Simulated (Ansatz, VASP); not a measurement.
**LiCl in VASP and in Ansatz**

The input POSCAR:

```
LiCl
1.0
    0.0000000000      2.4135315654      2.8962378785
    2.4135315654      0.0000000000      2.8962378785
    2.4135315654      2.4135315654      0.0000000000
Li Cl
1 1
Direct
    0.0000000000      0.0000000000      0.0000000000
    0.5000000000      0.5000000000      0.5000000000
```

INCAR.step1

```
PREC     = Accurate       # precision mode
ENCUT    = 520            # plane-wave cutoff, eV
ISMEAR   = 0              # smearing method
SIGMA    = 0.05           # smearing width, eV
LREAL    = False          # projectors in reciprocal space
LASPH    = True           # aspherical terms in the spheres
NELM     = 80             # most SCF steps
NBANDS   = 12             # bands
GGA      = PE             # functional
ALGO     = Normal         # electronic algorithm
EDIFF    = 1E-4           # SCF threshold, eV
LWAVE    = True           # write WAVECAR
LCHARG   = False          # write CHGCAR
```

INCAR.step2

```
PREC     = Accurate       # precision mode
ENCUT    = 520            # plane-wave cutoff, eV
EDIFF    = 1E-6           # SCF threshold, eV
ISMEAR   = 0              # smearing method
SIGMA    = 0.05           # smearing width, eV
LREAL    = False          # projectors in reciprocal space
LASPH    = True           # aspherical terms in the spheres
NELM     = 80             # most SCF steps
ALGO     = Normal         # electronic algorithm
ISIF     = 2              # what is computed and relaxed
LWAVE    = False          # write WAVECAR
LCHARG   = True           # write CHGCAR
METAGGA  = R2SCAN         # meta-GGA
LMIXTAU  = True         
LELF     = True           # ELF
LVHAR    = True         
NBANDS   = 12             # bands
ISTART   = 1
```

File KPOINTS:

```
regular mesh
0
Gamma
  8 8 8
```

Input for Ansatz:

```yaml
crystal:
  lattice:
    - [0.0, 2.4135315654, 2.8962378785]
    - [2.4135315654, 0.0, 2.8962378785]
    - [2.4135315654, 2.4135315654, 0.0]
  atoms:
    - { symbol: Li, position: [0.0, 0.0, 0.0] }
    - { symbol: Cl, position: [0.5, 0.5, 0.5] }
basis:
  ecutwfc: 500
kpoints:
  mp_grid: { grid: [8, 8, 8] }
hamiltonian:
  xc: r2scan
scf:
  occupations: { method: gaussian, width: 0.05 }
output:
  forces: true
  stress: true
  eigenvalues: true
```

Alike in both runs: task single point; functional r2SCAN; k mesh 8 × 8 × 8; occupations gaussian, width 0.05 eV; no spin polarisation.

```csv
,VASP,Ansatz
version,VASP 6.6.1,Ansatz 0.2.0
potentials or method,"VASP PAW PBE potentials, release 64 (Li_sv, Cl), cutoff 520 eV","scalar-relativistic, plane waves, PAW"
valence electrons in the cell,10,10
```

Ansatz gave:

```
gap on the k mesh at the Fermi level (eV) : 7.11
least direct gap on the mesh (eV)         : 7.11
```

Question: What did VASP give for the same quantities?

Answer: gap on the k mesh at the Fermi level (eV): 7.18; least direct gap on the mesh (eV): 7.18.

VASP's potentials were made for PBE, not for r2SCAN.

Noted on VASP's run: the cutoff is short for stress, so the pressure is rough.
